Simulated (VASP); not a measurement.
A run of VASP 6.6.1 is set up as follows.

The input INCAR:

```
SYSTEM = TiO2
PREC     = Accurate       ! precision mode
ENCUT    = 520            ! plane-wave cutoff, eV
EDIFF    = 1E-6           ! SCF threshold, eV
ISMEAR   = 0              ! smearing method
SIGMA    = 0.015          ! smearing width, eV
LREAL    = .FALSE.        ! projectors in reciprocal space
LASPH    = .TRUE.         ! aspherical terms in the spheres
NELM     = 60             ! most SCF steps
ALGO     = Normal         ! electronic algorithm
ISIF     = 2              ! what is computed and relaxed
LWAVE    = .FALSE.        ! write WAVECAR
LCHARG   = .TRUE.         ! write CHGCAR
GGA      = PE             ! functional
LELF     = .TRUE.         ! ELF
LVHAR    = .TRUE.       
NBANDS   = 46             ! bands
```

KPOINTS

```
regular mesh
0
G
  6 6 5
  0 0 0
```

Contents of POSCAR:

```
TiO2
1.0
    5.5822227355      0.0000000000      0.0000000000
   -2.7911113678      4.8343466985      0.0000000000
    0.0000000000      0.0000000000      6.0824678800
Ti O
3 6
Direct
    0.4669367500      0.0000000000      0.3333333333
    0.0000000000      0.4669367500      0.6666666667
    0.5330632500      0.5330632500      0.0000000000
    0.5810657200      0.8514331800      0.1206639333
    0.7296325400      0.1485668200      0.5460027333
    0.2703674600      0.4189342800      0.7873306000
    0.8514331800      0.5810657200      0.8793360667
    0.1485668200      0.7296325400      0.4539972667
    0.4189342800      0.2703674600      0.2126694000
```

Potentials or basis: VASP PAW PBE potentials, release 64 (Ti_sv, O).

Command:

```bash
$ cat potpaw_PBE.64/Ti_sv/POTCAR potpaw_PBE.64/O/POTCAR > POTCAR
$ mpirun -np 1 vasp_std > vasp.out
```

(1) What does it give for the pressure?

(2) Predict the band gap on the k mesh.

## Answers

(1) 1.9 GPa.

(2) 3.61 eV, indirect (least direct gap 3.62 eV).
